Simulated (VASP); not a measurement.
# TaTeP (P4/mmm) in VASP: a series of runs

TaTeP is run at these levels: PBE; tasks: single point, relaxation of cell and atoms.

All numbers are computed with VASP 6.6.1; they aren't measurements. Logs are shortened: lines on timing, memory, paths and dates and some standing lists are left out, and cuts for length are marked.

### Step 1. The cell of the first run

The structure is tetragonal, space group P4/mmm (No. 123). The conventional cell has a = 3.483 Å, b = 3.483 Å, c = 5.666 Å, α = 90.00°, β = 90.00°, γ = 90.00°. Within 3.3 Å of Ta (site symmetry 4/mmm) lie 4 P at 2.46 Å and 2 Te at 2.83 Å. Within 3.7 Å of Te (site symmetry 4/mmm) lie 2 Ta at 2.83 Å and 4 Te at 3.48 Å. P (site symmetry 4/mmm) has 4 Ta at 2.46 Å within 3.3 Å.

### Step 2. Single point, PBE

The input, INCAR:

```
ALGO     = Normal         # electronic algorithm
EDIFF    = 1E-6           # SCF threshold, eV
ENCUT    = 520            # plane-wave cutoff, eV
GGA      = PE             # functional
ISIF     = 2              # what is computed and relaxed
ISMEAR   = 0              # smearing method
LASPH    = True           # aspherical terms in the spheres
LCHARG   = False          # write CHGCAR
LREAL    = False          # projectors in reciprocal space
LWAVE    = False          # write WAVECAR
NBANDS   = 18             # bands
NELM     = 100            # most SCF steps
PREC     = Accurate       # precision mode
SIGMA    = 0.1            # smearing width, eV
```

The input, KPOINTS:

```
k-points
0
Gamma
  14 14 8
```

The input, POSCAR:

```
TaTeP
1.0
    3.4826100149      0.0000000000      0.0000000000
    0.0000000000      3.4826100149      0.0000000000
    0.0000000000      0.0000000000      5.6664577448
Ta Te P
1 1 1
Direct
    0.5000000000      0.5000000000      0.5000000000
    0.5000000000      0.5000000000      0.0000000000
    0.0000000000      0.0000000000      0.5000000000
```

Potentials or basis: VASP PAW PBE potentials, release 64 (Ta_pv, Te, P).

Run with:

```
$ cat potpaw_PBE.64/Ta_pv/POTCAR potpaw_PBE.64/Te/POTCAR potpaw_PBE.64/P/POTCAR > POTCAR
$ mpirun -np 1 vasp_std > vasp.out
```

OUTCAR:

```text
EDIFF = 1E-6
   ENCUT = 520
   GGA = PE
   ISIF = 2
   ISMEAR = 0
   LASPH = True
   LREAL = False
   NELM = 100
   PREC = Accurate

 ion  position               nearest neighbor table
   1  0.500  0.500  0.500-   3 2.46   3 2.46   3 2.46   3 2.46   2 2.83   2 2.83
   2  0.500  0.500  0.000-   1 2.83   1 2.83
   3  0.000  0.000  0.500-   1 2.46   1 2.46   1 2.46   1 2.46

  LATTYP: Found a simple tetragonal cell.
 ALAT       =     3.4826100149
 C/A-ratio  =     1.6270721443

  Lattice vectors:

 A1 = (   3.4826100149,   0.0000000000,   0.0000000000)
 A2 = (   0.0000000000,   3.4826100149,   0.0000000000)
 A3 = (   0.0000000000,   0.0000000000,   5.6664577448)

Analysis of symmetry for initial positions (statically):
=====================================================================
 Subroutine PRICEL returns:
 Original cell was already a primitive cell.

 Routine SETGRP: Setting up the symmetry group for a
 simple tetragonal supercell.

 Subroutine GETGRP returns: Found 16 space group operations
 (whereof 16 operations were pure point group operations)
 out of a pool of 16 trial point group operations.

The static configuration has the point symmetry D_4h.

Analysis of symmetry for dynamics (positions and initial velocities):
=====================================================================
 Subroutine PRICEL returns:
 Original cell was already a primitive cell.

 Routine SETGRP: Setting up the symmetry group for a
 simple tetragonal supercell.

 Subroutine GETGRP returns: Found 16 space group operations
 (whereof 16 operations were pure point group operations)
 out of a pool of 16 trial point group operations.

The dynamic configuration has the point symmetry D_4h.

 Subroutine INISYM returns: Found 16 space group operations
 (whereof 16 operations are pure point group operations),
 and found     1 'primitive' translations

----------------------------------------------------------------------------------------

                                     Primitive cell

  volume of cell :      68.7260

  direct lattice vectors                    reciprocal lattice vectors
     3.482610015  0.000000000  0.000000000     0.287140965  0.000000000  0.000000000
     0.000000000  3.482610015  0.000000000     0.000000000  0.287140965  0.000000000
     0.000000000  0.000000000  5.666457745     0.000000000  0.000000000  0.176477095

  length of vectors
     3.482610015  3.482610015  5.666457745     0.287140965  0.287140965  0.176477095

  position of ions in fractional coordinates (direct lattice)
     0.500000000  0.500000000  0.500000000
     0.500000000  0.500000000  0.000000000
     0.000000000  0.000000000  0.500000000

  ion indices of the primitive-cell ions
   primitive index   ion index
                 1           1
                 2           2
                 3           3

----------------------------------------------------------------------------------------

 KPOINTS: k-points

Automatic generation of k-mesh.
 Grid dimensions read from file:
 generate k-points for:   14   14    8

 Generating k-lattice:

  Cartesian coordinates                     Fractional coordinates (reciprocal lattice)
     0.020510069  0.000000000  0.000000000     0.071428571  0.000000000  0.000000000
     0.000000000  0.020510069  0.000000000     0.000000000  0.071428571  0.000000000
     0.000000000  0.000000000  0.022059637     0.000000000  0.000000000  0.125000000

  Length of vectors
     0.020510069  0.020510069  0.022059637

  Shift w.r.t. Gamma in fractional coordinates (k-lattice)
     0.000000000  0.000000000  0.000000000

 Subroutine IBZKPT returns following result:
 ===========================================

 Found    180 irreducible k-points:

 Following reciprocal coordinates:
            Coordinates               Weight
  0.000000  0.000000  0.000000      1.000000
  0.071429  0.000000  0.000000      4.000000
  0.142857  0.000000  0.000000      4.000000
  0.214286  0.000000  0.000000      4.000000
  0.285714  0.000000  0.000000      4.000000
  0.357143  0.000000  0.000000      4.000000
[... 16 lines left out ...]
  0.285714  0.214286  0.000000      8.000000
  0.357143  0.214286  0.000000      8.000000
 [... further k-points ...]
   k-points           NKPTS =    180   k-points in BZ     NKDIM =    180   number of bands    NBANDS=     18
   number of dos      NEDOS =    301   number of ions     NIONS =      3
   total plane-waves  NPLWV =  32928
   dimension x,y,z NGX =    28 NGY =   28 NGZ =   42
   dimension x,y,z NGXF=    56 NGYF=   56 NGZF=   84
   ions per type =               1   1   1
   NGX,Y,Z   is equivalent  to a cutoff of  13.37, 13.37, 12.32 a.u.
   NGXF,Y,Z  is equivalent  to a cutoff of  26.73, 26.73, 24.64 a.u.
 SYSTEM =  unknown system
   PREC   = accura    normal or accurate (medium, high low for compatibility)
   ISTART =      0    job   : 0-new  1-cont  2-samecut
   ICHARG =      2    charge: 1-file 2-atom 10-const
   ISPIN  =      1    spin polarized calculation?
   LNONCOLLINEAR =      F non collinear calculations
   LSORBIT =      F    spin-orbit coupling
   LASPH  =      T    aspherical Exc in radial PAW
   ENCUT  =  520.0 eV  38.22 Ry    6.18 a.u.   6.48  6.48 10.54*2*pi/ulx,y,z
   NELM   =    100;   NELMIN=  2; NELMDL= -5     # of ELM steps
   EDIFF  = 0.1E-05   stopping-criterion for ELM
   LREAL  =      F    real-space projection
   EDIFFG = 0.1E-04   stopping-criterion for IOM
   NSW    =      0    number of steps for IOM
   IBRION =     -1    ionic relax: 0-MD 1-quasi-New 2-CG
   NFREE  =      0    steps in history (QN), initial steepest desc. (CG)
   ISIF   =      2    stress and relaxation
   ISYM   =      2    0-nonsym 1-usesym 2-fastsym
   POTIM  = 0.5000    time-step for ionic-motion
   TEBEG  =    0.0;   TEEND  =   0.0 temperature during run
   PSTRESS=    0.0 pullay stress
   NELECT =      22.0000    total number of electrons
   NUPDOWN=      -1.0000    fix difference up-down
   EMIN   =  10.00;   EMAX   =-10.00  energy-range for DOS
   EFERMI =   0.00;   METHOD = LEGACY
   ISMEAR =     0;   SIGMA  =   0.10  broadening in eV -4-tet -1-fermi 0-gaus
   EFERMI_NEDOS =   21; number of points for ismear=-14 and -15
   IALGO  =     38    algorithm
   IMIX   =      4    mixing-type and parameters
     AMIX     =   0.40;   BMIX     =  1.00
     AMIX_MAG =   1.60;   BMIX_MAG =  1.00
  volume/ion in A,a.u.               =      22.91       154.60
  Fermi-wavevector in a.u.,A,eV,Ry     =   1.119890  2.116285 17.063789  1.254153
  Thomas-Fermi vector in A             =   2.256532
   LORBIT       =      0    0 simple, 1 ext, 2 COOP (PROOUT), +10 PAW based schemes
   GGA     = PE    functional components
   LHFCALC =     F    Hartree Fock is set to
   AEXX    =    0.0000 exact exchange contribution
   IVDW    =     0    specifies the selected vdW correction
   LEPSILON=     F    determine dielectric tensor
   LRPA    =     F    only Hartree local field effects (RPA)
 non-spin polarized calculation
 Gauss-broadening in eV      SIGMA  =   0.10
  energy-cutoff  :      520.00
  volume of cell :       68.73
 maximum number of plane-waves:      1878
 NGX is ok and might be reduce to    28
   NGX = 13   NGY = 13   NGZ = 21

 number of electron      21.9999997 magnetization

 Free energy of the ion-electron system (eV)
  ---------------------------------------------------
  ext. energy  EPLUGINS =         0.00000000
  ---------------------------------------------------
  free energy    TOTEN  =       -20.86741649 eV

  energy without entropy =      -20.85428669  energy(sigma->0) =      -20.86085159

 E-fermi :   6.2792     XC(G=0): -10.4147

 val. band max:        6.2716151456   @ k =   0.3571   0.0000   0.5000
 cond. band min:       6.2795856259   @ k =   0.2143   0.0714   0.5000
 fundamental gap:      0.0079704803
 Fermi energy:         6.2792459140

 k-point     1 :       0.0000    0.0000    0.0000
  band No.  band energies     occupation
      1     -28.8424      2.00000
      2     -28.8369      2.00000
      3     -28.8369      2.00000
      4      -6.6281      2.00000
      5      -4.8809      2.00000
      6       1.4318      2.00000
[... 10 lines left out ...]
     17      10.7773      0.00000
     18      13.1019      0.00000

 k-point     2 :       0.0714    0.0000    0.0000
  band No.  band energies     occupation
      1     -28.8440      2.00000
      2     -28.8418      2.00000
      3     -28.8361      2.00000
      4      -6.5654      2.00000
      5      -4.8352      2.00000
      6       1.4631      2.00000
[... 10 lines left out ...]
     17      11.1088      0.00000
     18      13.2376      0.00000

 k-point     3 :       0.1429    0.0000    0.0000
  band No.  band energies     occupation
      1     -28.8640      2.00000
      2     -28.8403      2.00000
      3     -28.8341      2.00000
      4      -6.3822      2.00000
      5      -4.7030      2.00000
      6       1.5554      2.00000
[... 10 lines left out ...]
     17      11.8642      0.00000
     18      13.5720      0.00000

 k-point     4 :       0.2143    0.0000    0.0000
  band No.  band energies     occupation
      1     -28.8928      2.00000
      2     -28.8380      2.00000
      3     -28.8311      2.00000
      4      -6.0934      2.00000
      5      -4.4998      2.00000
      6       1.7038      2.00000
[... 375 lines left out ...]
      4      -5.6399      2.00000
      5      -4.2379      2.00000
      6       1.6023      2.00000
[... 10 lines left out ...]
     17      14.1113      0.00000
     18      14.9874      0.00000

 k-point    23 :       0.2857    0.2143    0.0000
  band No.  band energies     occupation
      1     -28.9164      2.00000
      2     -28.8809      2.00000
      3     -28.8313      2.00000
      4      -5.3281      2.00000
      5      -4.1074      2.00000
      6       1.2078      2.00000
[... 10 lines left out ...]
     17      13.5219      0.00000
     18      14.7701      0.00000

 k-point    24 :       0.3571    0.2143    0.0000
  band No.  band energies     occupation
      1     -28.9438      2.00000
      2     -28.8772      2.00000
      3     -28.8291      2.00000
      4      -4.9836      2.00000
      5      -4.0308      2.00000
      6       0.9020      2.00000
[... 10 lines left out ...]
     17      12.8501      0.00000
     18      14.6961      0.00000

 [... further k-points ...]

------------------------ aborting loop because EDIFF is reached ----------------------------------------

  FORCE on cell =-STRESS in cart. coord.  units (eV):
  Direction    XX          YY          ZZ          XY          YZ          ZX
  --------------------------------------------------------------------------------------
  -------------------------------------------------------------------------------------
  Total        0.0130599      0.0130599     -0.0001193      0.0000000      0.0000000     -0.0000000
  in kB        0.3044600      0.3044600     -0.0027814      0.0000000      0.0000000     -0.0000000
  external PRESSURE =       0.2020462 kB  Pullay stress =       0.0000000 kB

 VOLUME and BASIS-vectors are now :
 -----------------------------------------------------------------------------
  energy-cutoff  :      520.00
  volume of cell :       68.73
      direct lattice vectors                 reciprocal lattice vectors
     3.482610015  0.000000000  0.000000000     0.287140965  0.000000000  0.000000000
     0.000000000  3.482610015  0.000000000     0.000000000  0.287140965  0.000000000
     0.000000000  0.000000000  5.666457745     0.000000000  0.000000000  0.176477095

 POSITION                                       TOTAL-FORCE (eV/Angst)
 -----------------------------------------------------------------------------------
      1.74131      1.74131      2.83323         0.000000      0.000000      0.000000
      1.74131      1.74131      0.00000         0.000000      0.000000      0.000000
      0.00000      0.00000      2.83323         0.000000      0.000000      0.000000
 -----------------------------------------------------------------------------------
    total drift:                                0.000000      0.000000      0.000000

  FREE ENERGIE OF THE ION-ELECTRON SYSTEM (eV)
  ---------------------------------------------------
  free  energy   TOTEN  =       -20.8674164907 eV

  energy  without entropy=      -20.8542866899  energy(sigma->0) =      -20.86085159
```

Run time: 1.7 min. Hardware: 1 thread of Intel Xeon Platinum 8488C (Sapphire Rapids), shared host; peak memory 0.36 GiB.

Results:

| Property | Result |
| --- | --- |
| Free energy | -20.8674 eV |
| Pressure | 0.0 GPa |
| Band gap on the k mesh | zero (band 11 reaches 7.35 eV, above the bottom of band 12 at 4.82 eV) |

Caveat: spin-orbit coupling is left out, which moves the levels of the heavy elements.

[end of part 1 of 2]
